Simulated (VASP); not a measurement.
# WF3 (Pm-3m) in VASP: notebook, part 2 of 2

VASP 6.6.1. The steps go on from the part before.

## (4) Single point, PBE, collinear spin

This run uses another cell than the first one, of 10.19 Å³/atom.

Contents of INCAR:

```
SYSTEM = WF3
  ALGO = Normal
  EDIFF = 1E-6
  ENCUT = 520
  GGA = PE
  ISIF = 2
  ISMEAR = 0
  ISPIN = 2
  LASPH = .TRUE.
  LCHARG = .TRUE.
  LELF = .TRUE.
  LMAXMIX = 4
  LORBIT = 11
  LREAL = .FALSE.
  LVHAR = .TRUE.
  LWAVE = .FALSE.
  MAGMOM = 2.15 0 0 0
  NBANDS = 30
  NELM = 150
  PREC = Accurate
  SIGMA = 0.1
```

Contents of KPOINTS:

```
k-points
0
G
  14 14 14
  0 0 0
```

Contents of POSCAR:

```
WF3
1.0
    3.4411029099      0.0000000000      0.0000000000
    0.0000000000      3.4411029099      0.0000000000
    0.0000000000      0.0000000000      3.4411029099
W F
1 3
Direct
    0.5000000000      0.5000000000      0.5000000000
    0.5000000000      0.0000000000      0.0000000000
    0.0000000000      0.5000000000      0.0000000000
    0.0000000000      0.0000000000      0.5000000000
```

Potentials or basis: VASP PAW PBE potentials, release 64 (W_sv, F).

On the command line:

```
> cat potpaw_PBE.64/W_sv/POTCAR potpaw_PBE.64/F/POTCAR > POTCAR
> mpirun -np 1 vasp_std > vasp.out
```

OUTCAR:

```text
SYSTEM = WF3
   EDIFF = 1E-6
   ENCUT = 520
   GGA = PE
   ISIF = 2
   ISMEAR = 0
   ISPIN = 2
   LASPH = .TRUE.
   LORBIT = 11
   LREAL = .FALSE.
   NELM = 150
   PREC = Accurate

 ion  position               nearest neighbor table
   1  0.500  0.500  0.500-   2 2.43   3 2.43   4 2.43   2 2.43   3 2.43   2 2.43   4 2.43   2 2.43
                             3 2.43   4 2.43   3 2.43   4 2.43
   2  0.500  0.000  0.000-   1 2.43   1 2.43   1 2.43   1 2.43
   3  0.000  0.500  0.000-   1 2.43   1 2.43   1 2.43   1 2.43
   4  0.000  0.000  0.500-   1 2.43   1 2.43   1 2.43   1 2.43

  LATTYP: Found a simple cubic cell.
 ALAT       =     3.4411029099

  Lattice vectors:

 A1 = (   3.4411029099,   0.0000000000,   0.0000000000)
 A2 = (   0.0000000000,   3.4411029099,   0.0000000000)
 A3 = (   0.0000000000,   0.0000000000,   3.4411029099)

Analysis of symmetry for initial positions (statically):
=====================================================================
 Subroutine PRICEL returns:
 Original cell was already a primitive cell.

 Routine SETGRP: Setting up the symmetry group for a
 simple cubic supercell.

 Subroutine GETGRP returns: Found 48 space group operations
 (whereof 48 operations were pure point group operations)
 out of a pool of 48 trial point group operations.

The static configuration has the point symmetry O_h .

Analysis of symmetry for dynamics (positions and initial velocities):
=====================================================================
 Subroutine PRICEL returns:
 Original cell was already a primitive cell.

 Routine SETGRP: Setting up the symmetry group for a
 simple cubic supercell.

 Subroutine GETGRP returns: Found 48 space group operations
 (whereof 48 operations were pure point group operations)
 out of a pool of 48 trial point group operations.

The dynamic configuration has the point symmetry O_h .

Analysis of structural, dynamic, and magnetic symmetry:
=====================================================================
 Subroutine PRICEL returns:
 Original cell was already a primitive cell.
[... 165 lines left out ...]
 fundamental gap:      0.0122177971
 Fermi energy:         6.7956781619

 spin component 1

 k-point     1 :       0.0000    0.0000    0.0000
  band No.  band energies     occupation
      1     -69.5513      1.00000
      2     -33.8086      1.00000
      3     -33.8086      1.00000
      4     -33.8086      1.00000
      5     -18.8588      1.00000
      6     -16.8822      1.00000
[... 757 lines left out ...]
     28      24.7858      0.00000
     29      24.8005      0.00000

 [... further k-points ...]

 spin component 2

 k-point     1 :       0.0000    0.0000    0.0000
  band No.  band energies     occupation
      1     -68.3732      1.00000
      2     -32.2317      1.00000
      3     -32.2317      1.00000
      4     -32.2317      1.00000
      5     -18.7779      1.00000
      6     -16.8241      1.00000
[... 757 lines left out ...]
     28      25.2932      0.00000
     29      25.5182      0.00000

 [... further k-points ...]

 [bands above 29 left out]

------------------------ aborting loop because EDIFF is reached ----------------------------------------

  FORCE on cell =-STRESS in cart. coord.  units (eV):
  Direction    XX          YY          ZZ          XY          YZ          ZX
  --------------------------------------------------------------------------------------
  -------------------------------------------------------------------------------------
  Total        0.0343502      0.0343502      0.0343502      0.0000000      0.0000000     -0.0000000
  in kB        1.3506640      1.3506640      1.3506640      0.0000000      0.0000000     -0.0000000
  external PRESSURE =       1.3506640 kB  Pullay stress =       0.0000000 kB

 VOLUME and BASIS-vectors are now :
 -----------------------------------------------------------------------------
  energy-cutoff  :      520.00
  volume of cell :       40.75
      direct lattice vectors                 reciprocal lattice vectors
     3.441102910  0.000000000  0.000000000     0.290604503  0.000000000  0.000000000
     0.000000000  3.441102910  0.000000000     0.000000000  0.290604503  0.000000000
     0.000000000  0.000000000  3.441102910     0.000000000  0.000000000  0.290604503

 POSITION                                       TOTAL-FORCE (eV/Angst)
 -----------------------------------------------------------------------------------
      1.72055      1.72055      1.72055         0.000000      0.000000      0.000000
      1.72055      0.00000      0.00000         0.000000      0.000000      0.000000
      0.00000      1.72055      0.00000         0.000000      0.000000      0.000000
      0.00000      0.00000      1.72055         0.000000      0.000000      0.000000
 -----------------------------------------------------------------------------------
    total drift:                                0.000000      0.000000     -0.000000

  FREE ENERGIE OF THE ION-ELECTRON SYSTEM (eV)
  ---------------------------------------------------
  free  energy   TOTEN  =       -21.6476820162 eV

  energy  without entropy=      -21.6366133194  energy(sigma->0) =      -21.64214767

 total charge

# of ion       s       p       d       tot
------------------------------------------
    1        2.164   6.083   3.093  11.341
    2        1.752   4.313   0.000   6.065
    3        1.752   4.313   0.000   6.065
    4        1.752   4.313   0.000   6.065
--------------------------------------------------
tot          7.419  19.024   3.093  29.536

 magnetization (x)

# of ion       s       p       d       tot
------------------------------------------
    1        0.040   0.018   2.281   2.339
    2        0.010   0.010   0.000   0.021
    3        0.010   0.010   0.000   0.021
    4        0.010   0.010   0.000   0.021
--------------------------------------------------
tot          0.071   0.049   2.281   2.401
```

It took 5.5 min on 1 thread of AMD EPYC 7R43 (Zen 3), shared host; peak memory 0.29 GiB.

What came out:

| Quantity | Value |
| --- | --- |
| Free energy | -21.6477 eV |
| Pressure | 0.1 GPa |
| Net moment | 2.77 μB per cell |
| Site moments | W +2.34; F +0.02 μB |
| Valence electrons inside the program's atomic spheres | W 11.34; F 6.07 |

Caveat: spin-orbit coupling is left out, which moves the levels of the heavy elements.

## (5) Summary

| task | cell | k mesh | cutoff (eV) | pressure (GPa) | moment (μB) |
| --- | --- | --- | --- | --- | --- |
| relaxation of cell and atoms | relaxed from a = 3.855 Å, 4 atoms | 4 × 4 × 4 | 600 | -0.1 | 2.75 |
| relaxation of cell and atoms | relaxed from a = 3.447 Å, 4 atoms | 6 × 6 × 6 | 600 | -0.2 | 2.87 |
| single point | a = 3.441 Å, 4 atoms | 14 × 14 × 14 | 520 | 0.1 | 2.77 |

Alike in all rows: level PBE; potentials or basis VASP PAW PBE potentials, release 64 (W_sv, F); spin collinear; smearing gaussian 0.1 eV.

Caveats: some runs use coarse meshes; spin-orbit coupling is left out, which moves the levels of the heavy elements; the highest band is partly filled, so the run has too few bands (at least some runs); the volume moved by over 15 % at a fixed basis, so the end points are rough (at least some runs); the relaxation stopped at its first step, so nothing moved (at least some runs).

Absolute energies hang on the potentials; compare differences alone.
